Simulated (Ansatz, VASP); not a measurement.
**NbP: VASP and Ansatz over several settings**

```
Nb P
1.0
    -1.67492    1.67492    5.74011
     1.67492   -1.67492    5.74011
     1.67492    1.67492   -5.74011
Nb P
2 2
Direct
  0.24988 0.74988 0.50000
  0.49988 0.49988 0.00000
  0.83275 0.33275 0.50000
  0.08275 0.08275 0.00000
```

Single points on this cell with VASP 6.6.1 and Ansatz 0.2.0. Each row is one pair of runs. Alike in all rows: spin: off; VASP's potentials, cutoff: VASP PAW PBE potentials, release 64 (Nb_sv, P), 520 eV.

| level | k mesh | smearing | Ansatz's potentials, cutoff | pressure (GPa), VASP | pressure (GPa), Ansatz |
| --- | --- | --- | --- | --- | --- |
| PBE | 11 × 11 × 11 | gaussian, width 0.012 eV | Ansatz PAW, 420 eV | ? | -1.1 |
| PBE | 6 × 6 × 6 | fermi-dirac, width 0.05 eV | Ansatz PAW, 420 eV | -1.3 | -0.9 |
| r2SCAN | 11 × 11 × 11 | fermi-dirac, width 0.05 eV | Ansatz PAW, 500 eV | -2.0 | -1.6 |

Task: Fill in what VASP gave in row 1.

Result: Pressure (GPa): -1.5.

The k mesh is coarse in some rows, so the values compare programs but aren't converged.
